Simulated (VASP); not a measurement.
CdS (Greenockite):

```
CELL_PARAMETERS angstrom
4.23811 0.00000 0.00000
-2.11906 3.67031 0.00000
0.00000 0.00000 6.89646
ATOMIC_POSITIONS crystal
Cd 0.33333 0.66667 0.99921
Cd 0.66667 0.33333 0.49921
S 0.33333 0.66667 0.37579
S 0.66667 0.33333 0.87579
```

This cell differs from its parent crystal: volume scaled by 1.03, then relaxed in part.

Base run:

- Program: VASP 6.6.1
- Functional: PBE
- Potentials or basis: VASP PAW PBE potentials, release 64 (Cd, S)
- Cutoff: 520 eV
- k mesh: 9 × 9 × 4
- Occupations: gaussian, width 0.02 eV
- Spin: no spin polarisation

Its results: band gap on the k mesh 1.04 eV, direct; pressure -1.2 GPa.

Question: The run is repeated on the same cell with these changes: potentials or basis from VASP PAW PBE potentials, release 64 (Cd, S) to VASP PAW PBE potentials, release 64 (Cd_sv_GW, S); cutoff from 520 eV to 540 eV; further incar settings from ALGO = Normal; EDIFF = 1e-06; NBANDS = 26 to ALGO = Normal; EDIFF = 1e-06; NBANDS = 34; valence electrons from 36 to 52. What comes out?

Answer: Band gap on the k mesh 1.04 eV, direct; pressure -2.4 GPa.

